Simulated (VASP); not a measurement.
The system is Na.

```
Na
1.0
     3.51000    0.00000    0.00000
     0.00000    3.51000    0.00000
     0.00000    0.00000    3.51000
Na
1
Direct
  0.00000 0.00000 0.00000
```

```yaml
Program: VASP 6.6.1
Task: relaxation of cell and atoms
Functional: PBEsol
Potentials_or_basis: VASP PAW PBE potentials, release 64 (Na_pv)
Cutoff: 500 eV
k_mesh: 6 × 6 × 6
Occupations: fermi-dirac, width 0.05 eV
Spin: no spin polarisation
```

At the start: pressure -0.5 GPa; volume 43.24 Å³/atom.

Task: Where does the relaxation end?

Result: Over 4 steps the energy falls by 7.5 meV/atom and the volume is 38.94 Å³/atom (-10.0 %); space group Pm-3m (No. 221, to 0.05 Å).

Step by step:
| step | energy change (eV) | largest force (eV/Å) | pressure (GPa) | volume (Å³) |
| --- | --- | --- | --- | --- |
| 1 | 0.0000 | 0.0000 | -0.54 | 43.24 |
| 2 | -0.0028 | 0.0000 | -0.45 | 42.34 |
| 3 | -0.0073 | 0.0000 | -0.11 | 39.72 |
| 4 | -0.0075 | 0.0000 | 0.02 | 38.94 |

Final structure:
```cif
data_structure
_symmetry_space_group_name_H-M 'P 1'
_symmetry_Int_Tables_number 1
_cell_length_a 3.3895
_cell_length_b 3.3895
_cell_length_c 3.3895
_cell_angle_alpha 90.000
_cell_angle_beta 90.000
_cell_angle_gamma 90.000
_cell_volume 38.94
loop_
_atom_site_label
_atom_site_type_symbol
_atom_site_fract_x
_atom_site_fract_y
_atom_site_fract_z
_atom_site_occupancy
Na1 Na 0.00000 0.00000 0.00000 1
```

Caveat: the PAW data sets were made with another functional, which shifts forces and pressure a little.
